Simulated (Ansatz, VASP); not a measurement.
**NiO in VASP and in Ansatz**

POSCAR

```
NiO
1.0
    0.0000000000      2.0859016414      2.0859016414
    2.0859016414      0.0000000000      2.0859016414
    2.0859016414      2.0859016414      0.0000000000
Ni O
1 1
Direct
    0.0000000000      0.0000000000      0.0000000000
    0.5000000000      0.5000000000      0.5000000000
```

Contents of INCAR.step1:

```
PREC = Accurate ; ENCUT = 520
ISMEAR = -1 ; SIGMA = 0.05
LREAL = F ; LASPH = T
NELM = 150 ; ISPIN = 2
MAGMOM = 1 0 ; LMAXMIX = 4
NBANDS = 19 ; GGA = PE
ALGO = Normal ; EDIFF = 1E-4
LWAVE = T ; LCHARG = F
```

The input INCAR.step2:

```
PREC = Accurate ; ENCUT = 520
EDIFF = 1E-6 ; ISMEAR = -1
SIGMA = 0.05 ; LREAL = F
LASPH = T ; NELM = 150
ALGO = Normal ; ISIF = 2
LWAVE = F ; LCHARG = F
ISPIN = 2 ; MAGMOM = 1 0
LORBIT = 11 ; LMAXMIX = 4
METAGGA = R2SCAN ; LMIXTAU = T
IVDW = 12 ; VDW_S6 = 1.0
VDW_S8 = 0.78981345 ; VDW_A1 = 0.49484001
VDW_A2 = 5.73083694 ; NBANDS = 19
ISTART = 1
```

KPOINTS

```
Automatic mesh
0
Gamma
  11 11 11
```

File input.yaml:

```yaml
crystal:
  lattice:
    - [0.0, 2.0859016414, 2.0859016414]
    - [2.0859016414, 0.0, 2.0859016414]
    - [2.0859016414, 2.0859016414, 0.0]
  atoms:
    - { symbol: Ni, position: [0.0, 0.0, 0.0], spin: 1.0 }
    - { symbol: O, position: [0.5, 0.5, 0.5] }
hamiltonian:
  xc: r2scan
  pseudopotentials: { kind: paw }
  dispersion: d3bj
magnetization:
  spin_polarized: true
kpoints:
  mp_grid: { grid: [11, 11, 11] }
scf:
  occupations: { method: fermi_dirac, width: 0.05 }
output:
  forces: true
  stress: true
  eigenvalues: true
```

Alike in both runs: task single point; functional r2SCAN; dispersion D3(BJ); k mesh 11 × 11 × 11; occupations fermi-dirac, width 0.05 eV; collinear spin.

```csv
,VASP,Ansatz
version,VASP 6.6.1,Ansatz 0.2.0
potentials or method,"VASP PAW PBE potentials, release 64 (Ni, O)",Ansatz PAW
plane-wave cutoff (eV),520,500
valence electrons in the cell,16,24
```

VASP gave:

* gap on the k mesh at the Fermi level (eV): 0.74
* least direct gap on the mesh (eV): 1.70
* pressure (GPa): 1.2
* net moment per atom (μB): 1.00
* size of the moment on the site where the two differ most (μB): 1.69

Task: Estimate Ansatz's values.

Result: gap on the k mesh at the Fermi level (eV): 0.82; least direct gap on the mesh (eV): 1.77; pressure (GPa): 1.1; net moment per atom (μB): 1.00; size of the moment on the site where the two differ most (μB): 1.67.

VASP's potentials were made for PBE, not for r2SCAN. Site moments also hang on the region over which each program counts them. VASP's potentials hold 16 valence electrons a cell and Ansatz's 24, so a difference there can come from the potentials and not from the codes.

Noted on Ansatz's run: the magnetic or orbital state may not be the lowest; odd divisions of the mesh miss points on the zone boundary, where band edges often lie, so the gap on the mesh can be too wide.
